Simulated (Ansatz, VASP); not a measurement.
# Two plane-wave programs on Al5Rh

```
CELL_PARAMETERS angstrom
4.15826 0.00000 0.00000
-2.07913 3.60116 0.00000
0.00000 0.00000 6.82187
ATOMIC_POSITIONS crystal
Al 0.00000 0.00000 0.19415
Al 0.00000 0.00000 0.80585
Al 0.50000 0.00000 0.00000
Al 0.00000 0.50000 0.00000
Al 0.50000 0.50000 0.00000
Rh 0.00000 0.00000 0.50000
```

Alike in both runs: task relaxation of cell and atoms; functional PBE; k mesh 6 × 6 × 4; occupations gaussian, width 0.1 eV; no spin polarisation.

```csv
,VASP,Ansatz
version,VASP 6.6.1,Ansatz 0.2.0
potentials or method,"VASP PAW PBE potentials, release 64 (Al, Rh_pv), cutoff 600 eV","scalar-relativistic, plane waves, PAW"
valence electrons in the cell,30,32
```

Ansatz gave:

* gap on the k mesh at the Fermi level, each at its own relaxed structure (eV): none
* relaxed volume (Å³/atom): 28.82
* relaxed cell length with the largest relative difference (Å): 5.184

Which values does VASP return?

gap on the k mesh at the Fermi level, each at its own relaxed structure (eV): none; relaxed volume (Å³/atom): 28.79; relaxed cell length with the largest relative difference (Å): 5.182.

A gap of «none» marks a metal or a gap that the smearing closes. VASP's potentials hold 30 valence electrons a cell and Ansatz's 32, so a difference there can come from the potentials and not from the codes.

Noted on VASP's run: the volume moved by over 15 % at a fixed basis, so the end points are rough.
